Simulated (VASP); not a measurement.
# TaH (Cccm) in VASP: notebook, part 2 of 2

VASP 6.6.1.

### 5 Relaxation of cell and atoms, PBE

This run uses another cell than the first one, of 10.55 Å³/atom.

INCAR reads:

```
SYSTEM = TaH
ALGO     = Normal         ! electronic algorithm
EDIFF    = 1E-7           ! SCF threshold, eV
EDIFFG   = -0.08          ! ionic threshold
ENCUT    = 600            ! plane-wave cutoff, eV
GGA      = PE             ! functional
IBRION   = 2              ! ionic algorithm
ISIF     = 3              ! what is computed and relaxed
ISMEAR   = 0              ! smearing method
LASPH    = .TRUE.         ! aspherical terms in the spheres
LCHARG   = .FALSE.        ! write CHGCAR
LREAL    = .FALSE.        ! projectors in reciprocal space
LWAVE    = .FALSE.        ! write WAVECAR
NELM     = 100            ! most SCF steps
NSW      = 36             ! ionic steps
PREC     = Accurate       ! precision mode
SIGMA    = 0.2            ! smearing width, eV
```

KPOINTS reads:

```
k-points
0
G
  7 7 4
  0 0 0
```

POSCAR reads:

```
TaH
1.0
    1.7400000000     -2.4500000000      0.0000000000
    1.7400000000      2.4500000000      0.0000000000
    0.0000000000      0.0000000000      4.9500000000
Ta H
2 2
Direct
    0.0000000000      0.5000000000      0.0000000000
    0.5000000000      0.0000000000      0.5000000000
    0.0000000000      0.0000000000      0.2500000000
    0.0000000000      0.0000000000      0.7500000000
```

Potentials or basis: VASP PAW PBE potentials, release 64 (Ta_pv, H).

Started as:

```console
> cat potpaw_PBE.64/Ta_pv/POTCAR potpaw_PBE.64/H/POTCAR > POTCAR
> mpirun -np 1 vasp_std > vasp.out
```

OUTCAR:

```text
SYSTEM = TaH
   EDIFF = 1E-7
   EDIFFG = -0.08
   ENCUT = 600
   GGA = PE
   IBRION = 2
   ISIF = 3
   ISMEAR = 0
   LASPH = .TRUE.
   LREAL = .FALSE.
   NELM = 100
   NSW = 36
   PREC = Accurate

 ion  position               nearest neighbor table
   1  0.000  0.500  0.000-   3 1.95   4 1.95   3 1.95   4 1.95   2 3.03   2 3.03   2 3.03   2 3.03
                             2 3.48   2 3.48   2 3.48   2 3.48
   2  0.500  0.000  0.500-   3 1.95   4 1.95   3 1.95   4 1.95   1 3.03   1 3.03   1 3.03   1 3.03
                             1 3.48   1 3.48   1 3.48   1 3.48
   3  0.000  0.000  0.250-   1 1.95   2 1.95   1 1.95   2 1.95
   4  0.000  0.000  0.750-   1 1.95   2 1.95   1 1.95   2 1.95

  LATTYP: Found a base centered orthorhombic cell.
 ALAT       =     3.4800000000
 B/A-ratio  =     1.4080459770
 C/A-ratio  =     1.4224137931

  Lattice vectors:
[... 342 lines left out ...]
  ext. energy  EPLUGINS =         0.00000000
  ---------------------------------------------------
  free energy    TOTEN  =       -31.03294743 eV

  energy without entropy =      -31.01371664  energy(sigma->0) =      -31.02333204

 E-fermi :   6.0858     XC(G=0): -12.3750

 val. band max:        5.9865296337   @ k =  -0.4286   0.2857   0.0000
 cond. band min:       6.1460930721   @ k =  -0.4286   0.2857   0.2500
 fundamental gap:      0.1595634383
 Fermi energy:         6.0858107918

 k-point     1 :       0.0000    0.0000    0.0000
  band No.  band energies     occupation
      1     -29.1872      2.00000
      2     -28.6516      2.00000
      3     -28.4960      2.00000
      4     -28.3835      2.00000
      5     -28.3277      2.00000
      6     -28.2439      2.00000
[... 433 lines left out ...]
      3     -28.7348      2.00000
      4     -28.6661      2.00000
      5     -28.5102      2.00000
      6     -28.3509      2.00000
[... 8 lines left out ...]
     15       8.7823      0.00000
     16       9.3029      0.00000

 [... further k-points ...]
[... 5 lines left out ...]
  --------------------------------------------------------------------------------------
  -------------------------------------------------------------------------------------
  Total        0.0314087      0.0232080      0.0492467     -0.0000000      0.0000000      0.0000000
  in kB        1.2127103      0.8960742      1.9014444     -0.0000000      0.0000000      0.0000000
  external PRESSURE =       1.3367430 kB  Pullay stress =       0.0000000 kB
[... 19 lines left out ...]
  FREE ENERGIE OF THE ION-ELECTRON SYSTEM (eV)
  ---------------------------------------------------
  free  energy   TOTEN  =       -31.0329474325 eV

  energy  without entropy=      -31.0137166436  energy(sigma->0) =      -31.02333204

 reached required accuracy - stopping structural energy minimisation
```

OSZICAR:

```text
N       E                     dE             d eps       ncg     rms          rms(c)
DAV:   1     0.181233207362E+03    0.18123E+03   -0.15219E+04  1536   0.170E+03
DAV:   2    -0.282300432807E+02   -0.20946E+03   -0.20745E+03  1872   0.421E+02
DAV:   3    -0.328771378067E+02   -0.46471E+01   -0.45166E+01  2080   0.580E+01
DAV:   4    -0.329064274775E+02   -0.29290E-01   -0.29249E-01  1792   0.497E+00
[... 44 lines left out ...]
DAV:   3    -0.310329349484E+02    0.21882E-02   -0.62977E-03  1952   0.652E-01    0.957E-02
DAV:   4    -0.310329548868E+02   -0.19938E-04   -0.23742E-04  1736   0.159E-01    0.274E-02
DAV:   5    -0.310329476175E+02    0.72693E-05   -0.36386E-05  2056   0.517E-02    0.115E-02
DAV:   6    -0.310329474699E+02    0.14760E-06   -0.15537E-06  1776   0.134E-02    0.155E-03
DAV:   7    -0.310329474325E+02    0.37472E-07   -0.50633E-08  1136   0.213E-03
   5 F= -.31032947E+02 E0= -.31023332E+02  d E =-.903085E-02
```

Wall time 63 s (1 thread of AMD EPYC 9R45 (Zen 5), shared host); peak memory 0.16 GiB.

Results:

```yaml
Free_energy: -31.0329 eV
Relaxed_volume: 10.37 Å³/atom
Relaxed_cell: a = 2.991 Å, b = 2.991 Å, c = 4.858 Å, α = 90.00°, β = 90.00°, γ = 107.24°
Space_group_after_relaxing_to_0.1_Å: Cccm (No. 66)
Energy_gained_by_relaxing: 7.2 meV/atom
Ionic_steps: 5
Pressure_after_relaxing: 0.1 GPa
Band_gap_on_the_k_mesh: zero (bands 12 and 13 overlap by 3.38 eV)
```

Step by step:
```tsv
step	energy change (eV)	largest force (eV/Å)	pressure (GPa)	volume (Å³)
1	0.0000	0.0000	-3.94	42.20
2	-0.0140	0.0000	4.24	40.64
3	-0.0197	0.0000	1.24	41.17
4	-0.0269	0.0000	0.61	41.35
5	-0.0288	0.0000	0.13	41.50
```

Final structure:
```cif
data_structure
_symmetry_space_group_name_H-M 'P 1'
_symmetry_Int_Tables_number 1
_cell_length_a 2.9906
_cell_length_b 2.9906
_cell_length_c 4.8579
_cell_angle_alpha 90.000
_cell_angle_beta 90.000
_cell_angle_gamma 107.240
_cell_volume 41.50
loop_
_atom_site_label
_atom_site_type_symbol
_atom_site_fract_x
_atom_site_fract_y
_atom_site_fract_z
_atom_site_occupancy
Ta1 Ta 0.00000 0.50000 0.00000 1
Ta2 Ta 0.50000 0.00000 0.50000 1
H1 H 0.00000 0.00000 0.25000 1
H2 H 0.00000 0.00000 0.75000 1
```

Levels at points of the mesh, in eV from the Fermi level:
```tsv
k point	band 8	band 9	band 10	band 11	band 12	band 13	band 14	band 15	band 16
(0.00, 0.00, 0.00)	-5.24	-5.23	-3.75	-0.84	-0.80	-0.19	1.52	2.36	2.57
(0.00, 0.00, 0.50)	-9.35	-2.77	-2.77	-1.61	-1.61	1.27	1.27	2.19	2.19
```

Caveat: spin-orbit coupling is left out, which moves the levels of the heavy elements.

### 6 The runs side by side

| task | cell | k mesh | cutoff (eV) | smearing | gap on the mesh (eV) | pressure (GPa) |
| --- | --- | --- | --- | --- | --- | --- |
| single point | a = 2.989, b = 2.989, c = 4.858 Å, angles 90.0, 90.0, 107.2°, 4 atoms, atomic positions A | 7 × 7 × 4 | 520 | gaussian 0.2 eV | none | 0.2 |
| single point | a = 2.987, b = 2.987, c = 9.760 Å, angles 90.0, 90.0, 108.1°, 8 atoms, atomic positions B | 8 × 8 × 2 | 520 | gaussian 0.2 eV | none | 0.2 |
| single point | a = 2.987, b = 2.987, c = 4.880 Å, angles 90.0, 90.0, 108.1°, 4 atoms, atomic positions A | 12 × 12 × 8 | 520 | gaussian 0.1 eV | none | 0.1 |
| relaxation of cell and atoms | relaxed from a = 3.005, b = 3.005, c = 4.950 Å, angles 90.0, 90.0, 109.2°, 4 atoms, atomic positions A | 7 × 7 × 4 | 600 | gaussian 0.2 eV | none | 0.1 |

Alike in all rows: level PBE; potentials or basis VASP PAW PBE potentials, release 64 (Ta_pv, H); no spin polarisation.

Caveats: spin-orbit coupling is left out, which moves the levels of the heavy elements.

Absolute energies hang on the potentials; compare differences alone.

The gap in the log of VASP goes by the Fermi energy; the results here count the filled bands.